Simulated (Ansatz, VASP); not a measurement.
**Sn: VASP beside Ansatz**

Contents of INCAR:

```
SYSTEM = Sn
ALGO = Normal ; EDIFF = 1E-8
ENCUT = 520 ; GGA = CA
ISIF = 2 ; ISMEAR = -1
LASPH = .True. ; LCHARG = .False.
LEFG = .True. ; LREAL = .False.
LWAVE = .False. ; NBANDS = 21
NELM = 100 ; PREC = Accurate
SIGMA = 0.03
```

The input KPOINTS:

```
k-points
0
Gamma
  9 9 9
  0 0 0
```

File POSCAR:

```
Sn
1.0
   -0.0649120000      3.2131440000      3.2131440000
    3.2131440000     -0.0649120000      3.2131440000
    3.2131440000      3.2131440000     -0.0649120000
Sn
2
Direct
    0.5000000000      0.5000000000      0.5000000000
    0.7500000000      0.7500000000      0.7500000000
```

Input for Ansatz:

```yaml
crystal:
  lattice:
    - [-0.064912, 3.213144, 3.213144]
    - [3.213144, -0.064912, 3.213144]
    - [3.213144, 3.213144, -0.064912]
  atoms:
    - { symbol: Sn, position: [0.5, 0.5, 0.5] }
    - { symbol: Sn, position: [0.75, 0.75, 0.75] }
kpoints:
  mp_grid: { grid: [9, 9, 9] }
scf:
  occupations: { method: fermi_dirac, width: 0.03 }
hamiltonian:
  xc: lda
  pseudopotentials: { kind: paw }
output:
  forces: true
  stress: true
  eigenvalues: true
  efg: { contact_densities: true }
```

Change from the starting cell: equal xy, yz and zx shear strains of -2 %, PAW files.

Alike in both runs: task electric field gradients; functional LDA; k mesh 9 × 9 × 9; occupations fermi-dirac, width 0.03 eV; no spin polarisation.

|  | VASP | Ansatz |
| --- | --- | --- |
| version | VASP 6.6.1 | Ansatz 0.2.0 |
| potentials or method | VASP PAW LDA potentials, release 64 (Sn_d) | PAW with Ansatz's default frozen-core files, scalar-relativistic |
| plane-wave cutoff (eV) | 520 | 420 |
| valence electrons in the cell | 28 | 28 |

|  | VASP | Ansatz | Ansatz less VASP |
| --- | --- | --- | --- |
| pressure (GPa) | -0.3 | -0.3 | 0.00 |
| traceless stress, the component that is largest in VASP (GPa) | 1.04 | 1.03 | -0.009 |
| rms of the force components (eV/Å) | 0.193 | 0.192 | -0.0009 |
| size of Vzz on the site where it differs most (V/Å²) | 31.2 | 29.4 | -1.81 |

LDA's correlation is that of Perdew and Zunger in VASP and of Perdew and Wang (1992) in Ansatz. Atom by atom the forces differ by 0.001 eV/Å (rms over components).
